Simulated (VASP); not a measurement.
# InP (kpat) (F-43m) in VASP: notebook

The runs below take InP (kpat) through single point, relaxation of the atoms, with PBE.

Program: VASP 6.6.1. These are calculated values, not measurements. Logs are shortened: lines on timing, memory, paths and dates and some standing lists are left out, and cuts for length are marked.

### Step 1. The cell of the first run

The structure is cubic, space group F-43m (No. 216). The conventional cell has a = 5.827 Å, b = 5.827 Å, c = 5.827 Å, α = 90.00°, β = 90.00°, γ = 90.00°. Within 3.3 Å of In (site symmetry -43m) lie 4 P at 2.52 Å. Within 3.3 Å of P (site symmetry -43m) lie 4 In at 2.52 Å.

### Step 2. Single point, PBE (strained cell)

Contents of INCAR:

```
SYSTEM = InP
ALGO = Normal ; EDIFF = 1E-6
ENCUT = 500 ; GGA = PE
GGA_COMPAT = .FALSE. ; ISIF = 2
ISMEAR = 0 ; LASPH = .TRUE.
LCHARG = .FALSE. ; LREAL = .FALSE.
LWAVE = .FALSE. ; NBANDS = 16
NELM = 120 ; PREC = Accurate
SIGMA = 0.02
```

Contents of KPOINTS:

```
k-points
0
G
  10 10 10
  0 0 0
```

Contents of POSCAR:

```
InP
1.0
    0.0000000000      2.9134368086      2.9134368086
    2.9134368086      0.0000000000      2.9134368086
    2.9134368086      2.9134368086      0.0000000000
In P
1 1
Direct
    0.0000000000      0.0000000000      0.0000000000
    0.7500000000      0.7500000000      0.7500000000
```

Potentials or basis: VASP PAW PBE potentials, release 64 (In_d, P).

The run is started by

```sh
> cat potpaw_PBE.64/In_d/POTCAR potpaw_PBE.64/P/POTCAR > POTCAR
> mpirun -np 1 vasp_std > vasp.out
```

OUTCAR:

```text
SYSTEM = InP
   EDIFF = 1E-6
   ENCUT = 500
   GGA = PE
   ISIF = 2
   ISMEAR = 0
   LASPH = .TRUE.
   LREAL = .FALSE.
   NELM = 120
   PREC = Accurate

 ion  position               nearest neighbor table
   1  0.000  0.000  0.000-   2 2.52   2 2.52   2 2.52   2 2.52
   2  0.750  0.750  0.750-   1 2.52   1 2.52   1 2.52   1 2.52

  LATTYP: Found a face centered cubic cell.
 ALAT       =     5.8268736172

  Lattice vectors:

 A1 = (   0.0000000000,   2.9134368086,   2.9134368086)
 A2 = (   2.9134368086,   0.0000000000,   2.9134368086)
 A3 = (   2.9134368086,   2.9134368086,   0.0000000000)

Analysis of symmetry for initial positions (statically):
=====================================================================
 Subroutine PRICEL returns:
 Original cell was already a primitive cell.

 Routine SETGRP: Setting up the symmetry group for a
 face centered cubic supercell.

 Subroutine GETGRP returns: Found 24 space group operations
 (whereof 24 operations were pure point group operations)
 out of a pool of 48 trial point group operations.

The static configuration has the point symmetry T_d .

Analysis of symmetry for dynamics (positions and initial velocities):
=====================================================================
 Subroutine PRICEL returns:
 Original cell was already a primitive cell.

 Routine SETGRP: Setting up the symmetry group for a
 face centered cubic supercell.

 Subroutine GETGRP returns: Found 24 space group operations
 (whereof 24 operations were pure point group operations)
 out of a pool of 48 trial point group operations.

The dynamic configuration has the point symmetry T_d .

 Subroutine INISYM returns: Found 24 space group operations
 (whereof 24 operations are pure point group operations),
 and found     1 'primitive' translations

----------------------------------------------------------------------------------------

                                     Primitive cell

  volume of cell :      49.4592

  direct lattice vectors                    reciprocal lattice vectors
     0.000000000  2.913436809  2.913436809    -0.171618618  0.171618618  0.171618618
     2.913436809  0.000000000  2.913436809     0.171618618 -0.171618618  0.171618618
     2.913436809  2.913436809  0.000000000     0.171618618  0.171618618 -0.171618618

  length of vectors
     4.120221848  4.120221848  4.120221848     0.297252167  0.297252167  0.297252167

  position of ions in fractional coordinates (direct lattice)
     0.000000000  0.000000000  0.000000000
     0.750000000  0.750000000  0.750000000

  ion indices of the primitive-cell ions
   primitive index   ion index
                 1           1
                 2           2

----------------------------------------------------------------------------------------

 KPOINTS: k-points

Automatic generation of k-mesh.
 Grid dimensions read from file:
 generate k-points for:   10   10   10

 Generating k-lattice:

  Cartesian coordinates                     Fractional coordinates (reciprocal lattice)
    -0.017161862  0.017161862  0.017161862     0.100000000  0.000000000  0.000000000
     0.017161862 -0.017161862  0.017161862     0.000000000  0.100000000  0.000000000
     0.017161862  0.017161862 -0.017161862     0.000000000  0.000000000  0.100000000

  Length of vectors
     0.029725217  0.029725217  0.029725217

  Shift w.r.t. Gamma in fractional coordinates (k-lattice)
     0.000000000  0.000000000  0.000000000

 Subroutine IBZKPT returns following result:
 ===========================================

 Found     47 irreducible k-points:

 Following reciprocal coordinates:
            Coordinates               Weight
  0.000000  0.000000  0.000000      1.000000
  0.100000  0.000000  0.000000      8.000000
  0.200000  0.000000  0.000000      8.000000
  0.300000  0.000000  0.000000      8.000000
  0.400000  0.000000  0.000000      8.000000
  0.500000  0.000000  0.000000      4.000000
[... 16 lines left out ...]
  0.300000  0.300000  0.000000      6.000000
  0.400000  0.300000  0.000000     24.000000
 [... further k-points ...]
   k-points           NKPTS =     47   k-points in BZ     NKDIM =     47   number of bands    NBANDS=     16
   number of dos      NEDOS =    301   number of ions     NIONS =      2
   total plane-waves  NPLWV =  27000
   dimension x,y,z NGX =    30 NGY =   30 NGZ =   30
   dimension x,y,z NGXF=    60 NGYF=   60 NGZF=   60
   ions per type =               1   1
   NGX,Y,Z   is equivalent  to a cutoff of  12.10, 12.10, 12.10 a.u.
   NGXF,Y,Z  is equivalent  to a cutoff of  24.21, 24.21, 24.21 a.u.
 SYSTEM =  InP
   PREC   = accura    normal or accurate (medium, high low for compatibility)
   ISTART =      0    job   : 0-new  1-cont  2-samecut
   ICHARG =      2    charge: 1-file 2-atom 10-const
   ISPIN  =      1    spin polarized calculation?
   LNONCOLLINEAR =      F non collinear calculations
   LSORBIT =      F    spin-orbit coupling
   LASPH  =      T    aspherical Exc in radial PAW
   ENCUT  =  500.0 eV  36.75 Ry    6.06 a.u.   7.51  7.51  7.51*2*pi/ulx,y,z
   NELM   =    120;   NELMIN=  2; NELMDL= -5     # of ELM steps
   EDIFF  = 0.1E-05   stopping-criterion for ELM
   LREAL  =      F    real-space projection
[... 7 lines left out ...]
   TEBEG  =    0.0;   TEEND  =   0.0 temperature during run
   PSTRESS=    0.0 pullay stress
   NELECT =      18.0000    total number of electrons
   NUPDOWN=      -1.0000    fix difference up-down
   EMIN   =  10.00;   EMAX   =-10.00  energy-range for DOS
   EFERMI =   0.00;   METHOD = LEGACY
   ISMEAR =     0;   SIGMA  =   0.02  broadening in eV -4-tet -1-fermi 0-gaus
   EFERMI_NEDOS =   21; number of points for ismear=-14 and -15
   IALGO  =     38    algorithm
   IMIX   =      4    mixing-type and parameters
     AMIX     =   0.40;   BMIX     =  1.00
     AMIX_MAG =   1.60;   BMIX_MAG =  1.00
  volume/ion in A,a.u.               =      24.73       166.88
  Fermi-wavevector in a.u.,A,eV,Ry     =   1.168827  2.208762 18.587674  1.366155
  Thomas-Fermi vector in A             =   2.305308
   LORBIT       =      0    0 simple, 1 ext, 2 COOP (PROOUT), +10 PAW based schemes
   GGA     = PE    functional components
   LHFCALC =     F    Hartree Fock is set to
   AEXX    =    0.0000 exact exchange contribution
   IVDW    =     0    specifies the selected vdW correction
   LEPSILON=     F    determine dielectric tensor
   LRPA    =     F    only Hartree local field effects (RPA)
 non-spin polarized calculation
 Gauss-broadening in eV      SIGMA  =   0.02
  energy-cutoff  :      500.00
  volume of cell :       49.46
 maximum number of plane-waves:      1279
   NGX = 15   NGY = 15   NGZ = 15

 number of electron      18.0000011 magnetization

 Free energy of the ion-electron system (eV)
  ---------------------------------------------------
  ext. energy  EPLUGINS =         0.00000000
  ---------------------------------------------------
  free energy    TOTEN  =        -8.36072670 eV

  energy without entropy =       -8.36072670  energy(sigma->0) =       -8.36072670

 E-fermi :   5.5370     XC(G=0):  -9.3616

 val. band max:        5.3815958757   @ k =   0.0000   0.0000   0.0000
 cond. band min:       6.1894914030   @ k =   0.0000   0.0000   0.0000
 fundamental gap:      0.8078955273
 Fermi energy:         5.5369861420

 k-point     1 :       0.0000    0.0000    0.0000
  band No.  band energies     occupation
      1      -8.8394      2.00000
      2      -8.8394      2.00000
      3      -8.8394      2.00000
      4      -8.6783      2.00000
      5      -8.6783      2.00000
      6      -6.2572      2.00000
[... 8 lines left out ...]
     15      14.8593      0.00000
     16      14.8593      0.00000

 k-point     2 :       0.1000    0.0000    0.0000
  band No.  band energies     occupation
      1      -8.8529      2.00000
      2      -8.8342      2.00000
      3      -8.8342      2.00000
      4      -8.6783      2.00000
      5      -8.6783      2.00000
      6      -6.1389      2.00000
[... 8 lines left out ...]
     15      14.3637      0.00000
     16      14.6148      0.00000

 k-point     3 :       0.2000    0.0000    0.0000
  band No.  band energies     occupation
      1      -8.8868      2.00000
      2      -8.8215      2.00000
      3      -8.8215      2.00000
      4      -8.6772      2.00000
      5      -8.6772      2.00000
      6      -5.7991      2.00000
[... 8 lines left out ...]
     15      13.9401      0.00000
     16      14.8101      0.00000

 k-point     4 :       0.3000    0.0000    0.0000
  band No.  band energies     occupation
      1      -8.9261      2.00000
      2      -8.8085      2.00000
      3      -8.8085      2.00000
      4      -8.6729      2.00000
      5      -8.6729      2.00000
      6      -5.2897      2.00000
[... 8 lines left out ...]
     15      14.2390      0.00000
     16      14.3700      0.00000

 k-point     5 :       0.4000    0.0000    0.0000
  band No.  band energies     occupation
      1      -8.9562      2.00000
      2      -8.8006      2.00000
      3      -8.8006      2.00000
      4      -8.6668      2.00000
      5      -8.6668      2.00000
      6      -4.7439      2.00000
[... 8 lines left out ...]
     15      15.2191      0.00000
     16      15.2191      0.00000

 k-point     6 :       0.5000    0.0000    0.0000
  band No.  band energies     occupation
      1      -8.9674      2.00000
      2      -8.7982      2.00000
      3      -8.7982      2.00000
      4      -8.6638      2.00000
      5      -8.6638      2.00000
      6      -4.4738      2.00000
[... 8 lines left out ...]
     15      16.0673      0.00000
     16      16.0673      0.00000
[... 267 lines left out ...]
 k-point    21 :      -0.3000    0.2000    0.0000
  band No.  band energies     occupation
      1      -8.9618      2.00000
      2      -8.7916      2.00000
      3      -8.7842      2.00000
      4      -8.6779      2.00000
      5      -8.6720      2.00000
      6      -4.6006      2.00000
[... 8 lines left out ...]
     15      15.7639      0.00000
     16      16.8810      0.00000

 k-point    22 :      -0.2000    0.2000    0.0000
  band No.  band energies     occupation
      1      -8.9370      2.00000
      2      -8.7998      2.00000
      3      -8.7982      2.00000
      4      -8.6834      2.00000
      5      -8.6695      2.00000
      6      -5.1179      2.00000
[... 8 lines left out ...]
     15      15.7293      0.00000
     16      16.8284      0.00000

 k-point    23 :       0.3000    0.3000    0.0000
  band No.  band energies     occupation
      1      -8.9776      2.00000
      2      -8.7678      2.00000
      3      -8.7678      2.00000
      4      -8.7124      2.00000
      5      -8.6538      2.00000
      6      -4.9698      2.00000
[... 8 lines left out ...]
     15      15.5886      0.00000
     16      18.4439      0.00000

 k-point    24 :       0.4000    0.3000    0.0000
  band No.  band energies     occupation
      1      -8.9983      2.00000
      2      -8.7582      2.00000
      3      -8.7545      2.00000
      4      -8.7161      2.00000
      5      -8.6499      2.00000
      6      -4.5367      2.00000
[... 8 lines left out ...]
     15      16.0169      0.00000
     16      18.2533      0.00000

 [... further k-points ...]
[... 5 lines left out ...]
  --------------------------------------------------------------------------------------
  -------------------------------------------------------------------------------------
  Total        1.4313349      1.4313349      1.4313349     -0.0000000     -0.0000000     -0.0000000
  in kB       46.3665787     46.3665787     46.3665787     -0.0000000     -0.0000000     -0.0000000
  external PRESSURE =      46.3665787 kB  Pullay stress =       0.0000000 kB

 VOLUME and BASIS-vectors are now :
 -----------------------------------------------------------------------------
  energy-cutoff  :      500.00
  volume of cell :       49.46
      direct lattice vectors                 reciprocal lattice vectors
     0.000000000  2.913436809  2.913436809    -0.171618618  0.171618618  0.171618618
     2.913436809  0.000000000  2.913436809     0.171618618 -0.171618618  0.171618618
     2.913436809  2.913436809  0.000000000     0.171618618  0.171618618 -0.171618618

 POSITION                                       TOTAL-FORCE (eV/Angst)
 -----------------------------------------------------------------------------------
      0.00000      0.00000      0.00000         0.000000      0.000000      0.000000
      4.37016      4.37016      4.37016        -0.000000     -0.000000     -0.000000
 -----------------------------------------------------------------------------------
    total drift:                               -0.000000     -0.000000     -0.000000

  FREE ENERGIE OF THE ION-ELECTRON SYSTEM (eV)
  ---------------------------------------------------
  free  energy   TOTEN  =        -8.3607266953 eV

  energy  without entropy=       -8.3607266953  energy(sigma->0) =       -8.36072670
```

Run time: 20 s. Hardware: 1 thread of AMD EPYC 7R13 (Zen 3), shared host; peak memory 0.16 GiB.

What came out:

```yaml
Free_energy: -8.3607 eV
Pressure: 4.6 GPa
Band_gap_on_the_k_mesh: 0.81 eV, direct
```

Levels at points of the mesh, in eV from the valence-band top:
| k point | band 5 | band 6 | band 7 | band 8 | band 9 | band 10 | band 11 | band 12 | band 13 | band 14 |
| --- | --- | --- | --- | --- | --- | --- | --- | --- | --- | --- |
| (0.00, 0.00, 0.00) | -14.06 | -11.64 | 0.00 | 0.00 | 0.00 | 0.81 | 4.09 | 4.09 | 4.09 | 8.66 |
| (0.50, 0.00, 0.00) | -14.05 | -9.86 | -5.82 | -1.00 | -1.00 | 1.54 | 4.81 | 4.81 | 7.14 | 9.56 |
| (0.50, 0.50, 0.00) | -14.02 | -9.18 | -5.83 | -2.38 | -2.38 | 1.73 | 2.27 | 9.32 | 9.71 | 9.71 |

Caveat: the cell differs from its parent crystal (strained cell); spin-orbit coupling is left out, which moves the levels of the heavy elements.

### Step 3. Relaxation of the atoms, PBE (strained cell)

Contents of INCAR:

```
SYSTEM = InP
ALGO = Normal
EDIFF = 1E-7
EDIFFG = -0.002
ENCUT = 450
GGA = PE
GGA_COMPAT = .FALSE.
IBRION = 2
ISIF = 2
ISMEAR = 0
LASPH = .TRUE.
LCHARG = .FALSE.
LREAL = .FALSE.
LWAVE = .FALSE.
NELM = 120
NELMIN = 4
NSW = 60
PREC = Accurate
SIGMA = 0.02
```

KPOINTS is that of step 2.

POSCAR is that of step 2.

Potentials or basis: VASP PAW PBE potentials, release 64 (In_d, P).

The run is started by

```sh
> cat potpaw_PBE.64/In_d/POTCAR potpaw_PBE.64/P/POTCAR > POTCAR
> mpirun -np 1 vasp_std > vasp.out
```

Run time: 21 s. Hardware: 1 thread of AMD EPYC 7R13 (Zen 3), shared host; peak memory 0.15 GiB.

Results (log left out):

* Free energy: -8.3610 eV
* Pressure after relaxing: 4.7 GPa
* Band gap on the k mesh: 0.81 eV, direct

Final structure:
```
In P
1.0
     0.00000    2.91344    2.91344
     2.91344    0.00000    2.91344
     2.91344    2.91344    0.00000
In P
1 1
Direct
  0.00000 0.00000 0.00000
  0.75000 0.75000 0.75000
```

Levels at points of the mesh, in eV from the valence-band top:
```
           k point  band 6  band 7  band 8  band 9  band 10  band 11  band 12  band 13
(0.00, 0.00, 0.00)  -11.64    0.00    0.00    0.00     0.81     4.09     4.09     4.09
(0.50, 0.00, 0.00)   -9.86   -5.82   -1.00   -1.00     1.54     4.81     4.81     7.14
(0.50, 0.50, 0.00)   -9.18   -5.83   -2.38   -2.38     1.73     2.27     9.32     9.71
```

Caveat: the cell differs from its parent crystal (strained cell); the relaxation stopped at its first step, so nothing moved; spin-orbit coupling is left out, which moves the levels of the heavy elements.
